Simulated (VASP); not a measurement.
The system is Ta2N.

```
Ta N
1.0
     3.11286    0.00000    0.00000
    -1.55643    2.69582    0.00000
     0.00000    0.00000    4.86984
Ta N
2 1
Direct
  0.33333 0.66667 0.25471
  0.66667 0.33333 0.74529
  0.00000 0.00000 0.00000
```

```yaml
Program: VASP 6.6.1
Task: relaxation of cell and atoms
Functional: revPBE
Dispersion: D4
Potentials_or_basis: VASP PAW PBE potentials, release 64 (Ta_pv, N)
Cutoff: 600 eV
k_mesh: 10 × 10 × 6
Occupations: fermi-dirac, width 0.05 eV
Spin: no spin polarisation
```

At the start: pressure -4.0 GPa; volume 13.62 Å³/atom.

How do energy, volume and symmetry change on relaxing?

Over 6 steps the energy falls by 3.6 meV/atom and the volume is 13.41 Å³/atom (-1.5 %); space group P-3m1 (No. 164, to 0.1 Å) before and after.

The path:
```
step  energy change (eV)  largest force (eV/Å)  pressure (GPa)  volume (Å³)
   1              0.0000                0.0895           -4.00        40.87
   2              0.0346                0.3169           10.72        38.89
   3             -0.0082                0.1606            0.17        40.25
   4             -0.0103                0.0203            0.08        40.22
   5             -0.0106                0.0413            0.07        40.21
   6             -0.0108                0.0027           -0.10        40.23
```

Final structure:
```
CELL_PARAMETERS angstrom
3.08437 0.00000 0.00000
-1.54218 2.67114 0.00000
0.00000 0.00000 4.88350
ATOMIC_POSITIONS crystal
Ta 0.33333 0.66667 0.25678
Ta 0.66667 0.33333 0.74322
N 0.00000 0.00000 0.00000
```

Caveat: the PAW data sets were made with another functional, which shifts forces and pressure a little.
